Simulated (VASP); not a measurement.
Ir, 1 atom in the cell. The structure is orthorhombic, space group Immm (No. 71). The conventional cell has a = 2.702 Å, b = 2.716 Å, c = 3.831 Å, α = 90.00°, β = 90.00°, γ = 90.00°. Within 3.6 Å of Ir (site symmetry mmm) lie 12 Ir at 2.70 to 2.72 Å. 

- Program: VASP 6.6.1
- Task: single point
- Functional: PBE
- Potentials or basis: VASP PAW PBE potentials, release 64 (Ir)
- Cutoff: 500 eV
- k mesh: 15 × 15 × 15
- Occupations: fermi-dirac, width 0.1 eV
- Spin: no spin polarisation
- Dipole correction: no
- Further INCAR settings: ALGO = Normal; EDIFF = 1e-06; NBANDS = 10

Potentials or basis: VASP PAW PBE potentials, release 64 (Ir).

The run is started by

```bash
$ cat potpaw_PBE.64/Ir/POTCAR > POTCAR
$ mpirun -np 1 vasp_std > vasp.out
```

Hardware: 1 thread of Intel Xeon 8259CL, on a shared host.

Q: Estimate the wall time of this run.

A: Wall time 86 s on 1 thread of Intel Xeon 8259CL, with other jobs on the host, peak memory 0.19 GiB. Counts: scf iterations 12, k points 512.
